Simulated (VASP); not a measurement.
A run of VASP 6.6.1:

File INCAR:

```
PREC = Accurate
ENCUT = 520
EDIFF = 1E-7
ISMEAR = 0
SIGMA = 0.1
LREAL = F
LASPH = T
NELM = 80
ALGO = Normal
ISIF = 2
LWAVE = F
LCHARG = F
GGA = PE
NBANDS = 26
```

KPOINTS

```
regular mesh
0
Gamma
  18 18 8
```

Contents of POSCAR:

```
TiWN2
1.0
    2.8689499000      0.0000000000      0.0000000000
   -1.4344749500      2.4845834956      0.0000000000
    0.0000000000      0.0000000000      5.6229639453
Ti W N
1 1 2
Direct
    0.3333333333      0.6666666667      0.5000000000
    0.3333333333      0.6666666667      0.0000000000
    0.0000000000      0.0000000000      0.7582345735
    0.0000000000      0.0000000000      0.2417654265
```

Potentials or basis: VASP PAW PBE potentials, release 64 (Ti_sv, W_sv, N).

Run with:

```bash
$ cat potpaw_PBE.64/Ti_sv/POTCAR potpaw_PBE.64/W_sv/POTCAR potpaw_PBE.64/N/POTCAR > POTCAR
$ mpirun -np 1 vasp_std > vasp.out
```

Hardware: 1 thread of Intel(R) Xeon(R) 6975P-C (Granite Rapids), with other jobs on the host.

Problem. How long does it take, and how much memory?

Solution. Wall time 79 s on 1 thread of Intel(R) Xeon(R) 6975P-C (Granite Rapids), on a shared host, peak memory 0.31 GiB. Counts: scf iterations 17, k points 185.
